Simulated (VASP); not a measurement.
# Sn3Se (I4mm) in VASP: single point with PBEsol

Aim: the single point of Sn3Se with PBEsol.

All numbers are computed with VASP 6.6.1; they aren't measurements. Logs are shortened: lines on timing, memory, paths and dates and some standing lists are left out, and cuts for length are marked.

## Step 1: The cell of the first run

Symmetry: I4mm, No. 107, tetragonal system. The conventional cell has a = 5.173 Å, b = 5.173 Å, c = 7.316 Å, α = 90.00°, β = 90.00°, γ = 90.00°. Sn (site symmetry 2mm) has 4 Se at 3.14 to 3.20 Å and 10 Sn at 3.17 to 3.66 Å within 4.1 Å. Within 4.2 Å of Sn (site symmetry 4mm) lie 8 Sn at 3.17 Å and 6 Se at 3.60 to 3.71 Å. Within 4.1 Å of Se (site symmetry 4mm) lie 14 Sn at 3.14 to 3.71 Å.

## Step 2: Single point, PBEsol (atom 4 (Se) moved +0.056 Å along Cartesian [1 0 0])

Contents of INCAR:

```
SYSTEM = Sn3Se
PREC     = Accurate       ! precision mode
ENCUT    = 520            ! plane-wave cutoff, eV
EDIFF    = 1E-6           ! SCF threshold, eV
ISMEAR   = 0              ! smearing method
SIGMA    = 0.15           ! smearing width, eV
LREAL    = .FALSE.        ! projectors in reciprocal space
LASPH    = .TRUE.         ! aspherical terms in the spheres
NELM     = 100            ! most SCF steps
ALGO     = Normal         ! electronic algorithm
ISIF     = 2              ! what is computed and relaxed
LWAVE    = .FALSE.        ! write WAVECAR
LCHARG   = .TRUE.         ! write CHGCAR
GGA      = PS             ! functional
LELF     = .TRUE.         ! ELF
LVHAR    = .TRUE.       
NBANDS   = 32             ! bands
```

Contents of KPOINTS:

```
Automatic mesh
0
G
  12 12 12
  0 0 0
```

Contents of POSCAR:

```
Sn3Se
1.0
    0.0000000000      3.6581854746      3.6581854746
    3.6581854746      0.0000000000      3.6581854746
    3.6581854746      3.6581854746      0.0000000000
Sn Se
3 1
Direct
    0.2500000000      0.2500000000      0.2500000000
    0.7500000000      0.7500000000      0.7500000000
    0.5000000000      0.5000000000      0.5000000000
   -0.0076950718      0.0076950718      0.0076950718
```

Potentials or basis: VASP PAW PBE potentials, release 64 (Sn_d, Se).

Run with:

```
$ cat potpaw_PBE.64/Sn_d/POTCAR potpaw_PBE.64/Se/POTCAR > POTCAR
$ mpirun -np 1 vasp_std > vasp.out
```

OUTCAR:

```text
SYSTEM = Sn3Se
   PREC = Accurate
   ENCUT = 520
   EDIFF = 1E-6
   ISMEAR = 0
   LREAL = .FALSE.
   LASPH = .TRUE.
   NELM = 100
   ISIF = 2
   GGA = PS

 ion  position               nearest neighbor table
   1  0.250  0.250  0.250-   4 3.14   4 3.14   3 3.17   3 3.17   3 3.17   3 3.17   4 3.20   4 3.20
                             2 3.66   2 3.66   2 3.66   2 3.66   2 3.66   2 3.66
   2  0.750  0.750  0.750-   4 3.14   4 3.14   3 3.17   3 3.17   3 3.17   3 3.17   4 3.20   4 3.20
                             1 3.66   1 3.66   1 3.66   1 3.66   1 3.66   1 3.66
   3  0.500  0.500  0.500-   1 3.17   1 3.17   1 3.17   1 3.17   2 3.17   2 3.17   2 3.17   2 3.17

   4  0.992  0.008  0.008-   2 3.14   2 3.14   1 3.14   1 3.14   2 3.20   1 3.20   1 3.20   2 3.20

  LATTYP: Found a face centered cubic cell.
 ALAT       =     7.3163709492

  Lattice vectors:

 A1 = (   0.0000000000,   3.6581854746,   3.6581854746)
 A2 = (   3.6581854746,   0.0000000000,   3.6581854746)
 A3 = (   3.6581854746,   3.6581854746,   0.0000000000)

Analysis of symmetry for initial positions (statically):
=====================================================================
 Subroutine PRICEL returns:
 Original cell was already a primitive cell.

 Routine SETGRP: Setting up the symmetry group for a
 face centered cubic supercell.

 Subroutine GETGRP returns: Found  8 space group operations
 (whereof  8 operations were pure point group operations)
 out of a pool of 48 trial point group operations.

The static configuration has the point symmetry C_4v.

Analysis of symmetry for dynamics (positions and initial velocities):
=====================================================================
 Subroutine PRICEL returns:
 Original cell was already a primitive cell.

 Routine SETGRP: Setting up the symmetry group for a
 face centered cubic supercell.

 Subroutine GETGRP returns: Found  8 space group operations
 (whereof  8 operations were pure point group operations)
 out of a pool of 48 trial point group operations.

The dynamic configuration has the point symmetry C_4v.

 Subroutine INISYM returns: Found  8 space group operations
 (whereof  8 operations are pure point group operations),
 and found     1 'primitive' translations

----------------------------------------------------------------------------------------

                                     Primitive cell

  volume of cell :      97.9100

  direct lattice vectors                    reciprocal lattice vectors
     0.000000000  3.658185475  3.658185475    -0.136679784  0.136679784  0.136679784
     3.658185475  0.000000000  3.658185475     0.136679784 -0.136679784  0.136679784
     3.658185475  3.658185475  0.000000000     0.136679784  0.136679784 -0.136679784

  length of vectors
     5.173455512  5.173455512  5.173455512     0.236736330  0.236736330  0.236736330

  position of ions in fractional coordinates (direct lattice)
     0.250000000  0.250000000  0.250000000
     0.750000000  0.750000000  0.750000000
     0.500000000  0.500000000  0.500000000
     0.992304928  0.007695072  0.007695072

  ion indices of the primitive-cell ions
   primitive index   ion index
                 1           1
                 2           2
                 3           3
                 4           4

----------------------------------------------------------------------------------------

 KPOINTS: Automatic mesh

Automatic generation of k-mesh.
 Grid dimensions read from file:
 generate k-points for:   12   12   12

 Generating k-lattice:

  Cartesian coordinates                     Fractional coordinates (reciprocal lattice)
    -0.011389982  0.011389982  0.011389982     0.083333333  0.000000000  0.000000000
     0.011389982 -0.011389982  0.011389982     0.000000000  0.083333333  0.000000000
     0.011389982  0.011389982 -0.011389982     0.000000000  0.000000000  0.083333333

  Length of vectors
     0.019728028  0.019728028  0.019728028

  Shift w.r.t. Gamma in fractional coordinates (k-lattice)
     0.000000000  0.000000000  0.000000000

 Subroutine IBZKPT returns following result:
 ===========================================

 Found    163 irreducible k-points:

 Following reciprocal coordinates:
            Coordinates               Weight
  0.000000  0.000000  0.000000      1.000000
  0.083333  0.000000  0.000000      8.000000
  0.166667  0.000000  0.000000      8.000000
  0.250000  0.000000  0.000000      8.000000
  0.333333  0.000000  0.000000      8.000000
  0.416667  0.000000  0.000000      8.000000
[... 16 lines left out ...]
  0.000000 -0.333333  0.083333      8.000000
 -0.250000  0.083333  0.000000     16.000000
 [... further k-points ...]
   k-points           NKPTS =    163   k-points in BZ     NKDIM =    163   number of bands    NBANDS=     32
   number of dos      NEDOS =    301   number of ions     NIONS =      4
   total plane-waves  NPLWV =  64000
   dimension x,y,z NGX =    40 NGY =   40 NGZ =   40
   dimension x,y,z NGXF=    80 NGYF=   80 NGZF=   80
   ions per type =               3   1
   NGX,Y,Z   is equivalent  to a cutoff of  12.85, 12.85, 12.85 a.u.
   NGXF,Y,Z  is equivalent  to a cutoff of  25.71, 25.71, 25.71 a.u.
 SYSTEM =  Sn3Se
   PREC   = accura    normal or accurate (medium, high low for compatibility)
   ISTART =      0    job   : 0-new  1-cont  2-samecut
   ICHARG =      2    charge: 1-file 2-atom 10-const
   ISPIN  =      1    spin polarized calculation?
   LNONCOLLINEAR =      F non collinear calculations
   LSORBIT =      F    spin-orbit coupling
   LASPH  =      T    aspherical Exc in radial PAW
   ENCUT  =  520.0 eV  38.22 Ry    6.18 a.u.   9.62  9.62  9.62*2*pi/ulx,y,z
   NELM   =    100;   NELMIN=  2; NELMDL= -5     # of ELM steps
   EDIFF  = 0.1E-05   stopping-criterion for ELM
   LREAL  =      F    real-space projection
   EDIFFG = 0.1E-04   stopping-criterion for IOM
   NSW    =      0    number of steps for IOM
   IBRION =     -1    ionic relax: 0-MD 1-quasi-New 2-CG
   NFREE  =      0    steps in history (QN), initial steepest desc. (CG)
   ISIF   =      2    stress and relaxation
   ISYM   =      2    0-nonsym 1-usesym 2-fastsym
   POTIM  = 0.5000    time-step for ionic-motion
   TEBEG  =    0.0;   TEEND  =   0.0 temperature during run
   PSTRESS=    0.0 pullay stress
   NELECT =      48.0000    total number of electrons
   NUPDOWN=      -1.0000    fix difference up-down
   EMIN   =  10.00;   EMAX   =-10.00  energy-range for DOS
   EFERMI =   0.00;   METHOD = LEGACY
   ISMEAR =     0;   SIGMA  =   0.15  broadening in eV -4-tet -1-fermi 0-gaus
   EFERMI_NEDOS =   21; number of points for ismear=-14 and -15
   IALGO  =     38    algorithm
   IMIX   =      4    mixing-type and parameters
     AMIX     =   0.40;   BMIX     =  1.00
     AMIX_MAG =   1.60;   BMIX_MAG =  1.00
  volume/ion in A,a.u.               =      24.48       165.18
  Fermi-wavevector in a.u.,A,eV,Ry     =   1.290861  2.439374 22.671693  1.666322
  Thomas-Fermi vector in A             =   2.422667
   LORBIT       =      0    0 simple, 1 ext, 2 COOP (PROOUT), +10 PAW based schemes
   GGA     = PS    functional components
   LHFCALC =     F    Hartree Fock is set to
   AEXX    =    0.0000 exact exchange contribution
   IVDW    =     0    specifies the selected vdW correction
   LEPSILON=     F    determine dielectric tensor
   LRPA    =     F    only Hartree local field effects (RPA)
 non-spin polarized calculation
 Gauss-broadening in eV      SIGMA  =   0.15
  energy-cutoff  :      520.00
  volume of cell :       97.91
 maximum number of plane-waves:      2685
   NGX = 19   NGY = 19   NGZ = 19

 number of electron      47.9999980 magnetization

 Free energy of the ion-electron system (eV)
  ---------------------------------------------------
  ext. energy  EPLUGINS =         0.00000000
  ---------------------------------------------------
  free energy    TOTEN  =       -16.69211302 eV

  energy without entropy =      -16.66428553  energy(sigma->0) =      -16.67819927

 E-fermi :   7.7662     XC(G=0): -10.7199

 val. band max:        7.7641174164   @ k =  -0.2500   0.2500   0.0000
 cond. band min:       7.7845834132   @ k =  -0.4167   0.2500   0.0833
 fundamental gap:      0.0204659968
 Fermi energy:         7.7661888615

 k-point     1 :       0.0000    0.0000    0.0000
  band No.  band energies     occupation
      1     -13.6944      2.00000
      2     -13.6943      2.00000
      3     -13.6496      2.00000
      4     -13.6496      2.00000
      5     -13.6491      2.00000
      6     -13.6487      2.00000
[... 24 lines left out ...]
     31      14.8196      0.00000
     32      14.8258      0.00000

 k-point     2 :       0.0833    0.0000    0.0000
  band No.  band energies     occupation
      1     -13.6918      2.00000
      2     -13.6918      2.00000
      3     -13.6623      2.00000
      4     -13.6564      2.00000
      5     -13.6564      2.00000
      6     -13.6420      2.00000
[... 24 lines left out ...]
     31      14.3446      0.00000
     32      14.7280      0.00000

 k-point     3 :       0.1667    0.0000    0.0000
  band No.  band energies     occupation
      1     -13.6844      2.00000
      2     -13.6844      2.00000
      3     -13.6713      2.00000
      4     -13.6642      2.00000
      5     -13.6642      2.00000
      6     -13.6359      2.00000
[... 24 lines left out ...]
     31      13.2683      0.00000
     32      14.4171      0.00000

 k-point     4 :       0.2500    0.0000    0.0000
  band No.  band energies     occupation
      1     -13.6751      2.00000
      2     -13.6736      2.00000
      3     -13.6733      2.00000
      4     -13.6707      2.00000
      5     -13.6706      2.00000
      6     -13.6310      2.00000
[... 654 lines left out ...]
     31      12.9095      0.00000
     32      14.8751      0.00000

 k-point    23 :       0.0000   -0.3333    0.0833
  band No.  band energies     occupation
      1     -13.6841      2.00000
      2     -13.6762      2.00000
      3     -13.6671      2.00000
      4     -13.6581      2.00000
      5     -13.6457      2.00000
      6     -13.6309      2.00000
[... 24 lines left out ...]
     31      12.9126      0.00000
     32      14.8780      0.00000

 k-point    24 :      -0.2500    0.0833    0.0000
  band No.  band energies     occupation
      1     -13.6827      2.00000
      2     -13.6717      2.00000
      3     -13.6700      2.00000
      4     -13.6690      2.00000
      5     -13.6609      2.00000
      6     -13.6365      2.00000
[... 24 lines left out ...]
     31      13.5277      0.00000
     32      13.8444      0.00000

 [... further k-points ...]

------------------------ aborting loop because EDIFF is reached ----------------------------------------

  FORCE on cell =-STRESS in cart. coord.  units (eV):
  Direction    XX          YY          ZZ          XY          YZ          ZX
  --------------------------------------------------------------------------------------
  -------------------------------------------------------------------------------------
  Total        0.0835183      0.0943652      0.0943652      0.0000000      0.0000000     -0.0000000
  in kB        1.3666749      1.5441714      1.5441714      0.0000000      0.0000000     -0.0000000
  external PRESSURE =       1.4850059 kB  Pullay stress =       0.0000000 kB

 VOLUME and BASIS-vectors are now :
 -----------------------------------------------------------------------------
  energy-cutoff  :      520.00
  volume of cell :       97.91
      direct lattice vectors                 reciprocal lattice vectors
     0.000000000  3.658185475  3.658185475    -0.136679784  0.136679784  0.136679784
     3.658185475  0.000000000  3.658185475     0.136679784 -0.136679784  0.136679784
     3.658185475  3.658185475  0.000000000     0.136679784  0.136679784 -0.136679784

 POSITION                                       TOTAL-FORCE (eV/Angst)
 -----------------------------------------------------------------------------------
      1.82909      1.82909      1.82909        -0.004888     -0.000000     -0.000000
      5.48728      5.48728      5.48728        -0.004888      0.000000      0.000000
      3.65819      3.65819      3.65819         0.072163      0.000000      0.000000
      0.05630      3.65819      3.65819        -0.062388      0.000000      0.000000
 -----------------------------------------------------------------------------------
    total drift:                               -0.000047     -0.000000     -0.000000

  FREE ENERGIE OF THE ION-ELECTRON SYSTEM (eV)
  ---------------------------------------------------
  free  energy   TOTEN  =       -16.6921130194 eV

  energy  without entropy=      -16.6642855270  energy(sigma->0) =      -16.67819927
```

It took 10 min on 1 thread of Intel Xeon 8259CL, shared host; peak memory 0.55 GiB.

What came out:

```
Free energy            : -16.6921 eV
Pressure               : 0.1 GPa
Largest force          : 0.072 eV/Å
Band gap on the k mesh : zero (bands 24 and 25 overlap by 2.37 eV)
```

Forces on the atoms (eV/Å):
```
Sn  -0.005  0.000  0.000
Sn  -0.005  0.000  0.000
Sn   0.072  0.000  0.000
Se  -0.062  0.000  0.000
```

Levels at points of the mesh, in eV from the Fermi level:
```tsv
k point	band 21	band 22	band 23	band 24	band 25	band 26	band 27	band 28
(0.00, 0.00, 0.00)	-3.06	-2.56	-1.44	-1.43	-1.43	-0.61	-0.61	-0.61
(0.50, 0.00, 0.00)	-3.60	-2.33	-2.33	-0.77	0.50	2.22	2.22	3.57
(0.50, 0.50, 0.00)	-5.13	-0.21	0.52	0.52	1.17	2.88	2.89	3.54
(0.00, 0.50, 0.50)	-5.14	-0.21	0.52	0.52	1.17	2.89	2.89	3.54
```

Caveat: the cell differs from its parent crystal (atom 4 (Se) moved +0.056 Å along Cartesian [1 0 0]); the PAW data sets were made with another functional, which shifts forces and pressure a little; spin-orbit coupling is left out, which moves the levels of the heavy elements.
